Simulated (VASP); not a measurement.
## Ge2As3: single point with PBE

The system is Ge2As3.

```
CELL_PARAMETERS angstrom
3.68192 0.00000 0.00000
0.00000 3.68192 0.00000
0.00000 0.00000 7.71597
ATOMIC_POSITIONS crystal
Ge 0.00000 0.50000 0.50000
Ge 0.50000 0.00000 0.50000
As 0.50000 0.50000 0.00000
As 0.00000 0.00000 0.83513
As 0.00000 0.00000 0.16487
```

The cell was generated, and may not be a known phase.

```yaml
Program: VASP 6.6.1
Task: single point
Functional: PBE
Potentials_or_basis: VASP PAW PBE potentials, release 64 (Ge_d, As)
Cutoff: 520 eV
k_mesh: 4 × 4 × 2
Occupations: gaussian, width 0.1 eV
Spin: no spin polarisation
```

* Pressure: 0.1 GPa
* Largest force: 0.024 eV/Å
* Band gap on the k mesh: zero (an odd number of electrons rules out a gap without spin polarisation)

Forces in eV/Å, atoms in the order of the input:
```
Ge   0.000  0.000  0.000
Ge   0.000  0.000  0.000
As   0.000  0.000  0.000
As   0.000  0.000 -0.024
As   0.000  0.000  0.024
```

Stress tensor (GPa, compression positive):
```
0.02 0.00 0.00
0.00 0.02 0.00
0.00 0.00 0.13
```

Levels at points of the mesh, in eV from the Fermi level:
| k point | band 19 | band 20 | band 21 | band 22 | band 23 | band 24 |
| --- | --- | --- | --- | --- | --- | --- |
| (0.00, 0.00, 0.00) | -2.67 | -1.61 | -1.61 | -0.07 | 0.62 | 0.62 |
| (0.50, 0.00, 0.00) | -0.86 | -0.76 | -0.10 | 0.17 | 0.65 | 1.32 |
| (0.50, 0.50, 0.00) | -5.07 | -2.89 | -2.89 | -1.46 | -1.04 | 1.68 |
| (0.00, 0.00, 0.50) | -2.08 | -2.08 | -0.50 | 1.25 | 1.28 | 1.28 |
| (0.50, 0.00, 0.50) | -0.71 | -0.07 | 0.13 | 0.24 | 1.32 | 1.35 |
| (0.50, 0.50, 0.50) | -4.90 | -3.11 | -1.54 | -1.54 | -1.16 | -0.30 |

It took 20 s on 1 thread of AMD EPYC 9R45 96-Core Processor (Zen 5), on a shared host, peak memory 0.18 GiB.

Caveat: the k points lie up to 0.43 Å⁻¹ apart, too coarse for converged energies and pressures of a metal.
